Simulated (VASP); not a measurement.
## AlN: single point with LDA

The system is AlN.

```
Al N
1.0
    -1.63784    2.83682    0.00000
     0.00000    0.00000    4.10063
     4.91352    2.83682    0.00000
Al N
4 4
Direct
  0.42058 0.75000 0.11496
  0.00000 0.75000 0.66667
  0.00000 0.25000 0.33333
  0.50000 0.25000 0.83333
  0.50000 0.25000 0.16667
  0.00000 0.25000 0.66667
  0.00000 0.75000 0.33333
  0.50000 0.75000 0.83333
```

This cell differs from its parent crystal: atom 1 (Al) moved by -0.124 Å along [1 0 0] and -0.372 Å along [1 2 0].

```yaml
Program: VASP 6.6.1
Task: single point
Functional: LDA
Potentials_or_basis: VASP PAW LDA potentials, release 64 (Al, N)
Cutoff: 520 eV
k_mesh: 8 × 6 × 4
Occupations: gaussian, width 0.05 eV
Spin: no spin polarisation
```

| Property | Result |
| --- | --- |
| Pressure | 6.7 GPa |
| Largest force | 9.410 eV/Å |
| Band gap on the k mesh | 2.90 eV |

Forces in eV/Å, atoms in the order of the input:
```
Al   7.423  5.783  0.000
Al  -1.473 -1.027  0.000
Al   0.008 -0.453  0.000
Al  -0.403  0.113  0.000
N   -0.917 -1.275  0.000
N    0.625  0.320  0.000
N   -0.024 -1.004  0.000
N   -5.239 -2.456  0.000
```

Stress tensor (GPa, compression positive):
```
19.20  5.91  0.00
 5.91 -0.03  0.00
 0.00  0.00  0.82
```

Levels at points of the mesh, in eV from the valence-band top:
```
           k point  band 14  band 15  band 16  band 17  band 18  band 19
(0.00, 0.00, 0.00)    -1.77    -0.50     0.00     2.90     3.88     4.55
(0.50, 0.00, 0.00)    -2.42    -2.24    -2.07     5.01     5.09     5.79
(0.00, 0.50, 0.00)    -1.75    -1.73    -1.20     4.19     4.90     5.75
(0.50, 0.50, 0.00)    -1.36    -0.66    -0.65     5.51     5.55     6.34
(0.00, 0.00, 0.50)    -1.73    -0.82    -0.43     3.87     5.02     6.06
(0.50, 0.00, 0.50)    -2.67    -1.62    -1.29     3.34     4.04     6.39
(0.00, 0.50, 0.50)    -1.83    -1.54    -1.26     4.02     5.05     5.31
(0.50, 0.50, 0.50)    -2.19    -1.41    -1.19     4.51     4.68     5.32
```

It took 72 s on 1 thread of AMD EPYC 9R45 96-Core Processor (Zen 5), on a shared host, peak memory 0.19 GiB.

Caveat: the cell differs from its parent crystal (atom 1 (Al) moved by -0.124 Å along [1 0 0] and -0.372 Å along [1 2 0]); the cell stands under pressure; forces of over 1 eV/Å act on the atoms, so gaps and moduli don't describe the material at rest. A k mesh can miss the band edges.
